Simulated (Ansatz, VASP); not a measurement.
## Two plane-wave programs on Ga

```
Ga
1.0
     4.07833    0.00000    0.00000
    -2.03916    3.53193    0.00000
     0.00000    0.00000    3.90428
Ga
3
Direct
  0.33333 0.00000 0.33333
  0.00000 0.33333 0.66667
  0.66667 0.66667 0.00000
```

Alike in both runs: functional PBEsol; k mesh 6 × 6 × 4; occupations gaussian, width 0.1 eV; no spin polarisation.

Ansatz relaxed the structure, and its values are those at the end. VASP's run is a single point on that final structure, the one shown.

```csv
,VASP,Ansatz
version,VASP 6.6.1,Ansatz 0.2.0
potentials or method,"VASP PAW PBE potentials, release 64 (Ga_d), cutoff 520 eV","scalar-relativistic, plane waves, PAW"
valence electrons in the cell,39,39
```

```tsv
	VASP	Ansatz	Ansatz less VASP
gap on the k mesh at the Fermi level (eV)	none	none	-
pressure (GPa)	0.1	0.0	-0.13
```

VASP's potentials were made for PBE, not for PBEsol. A gap of «none» marks a metal or a gap that the smearing closes. With one functional, cell and mesh, what is left measures potentials, basis and numerics.

The k mesh is coarse, so the values compare programs but aren't converged.
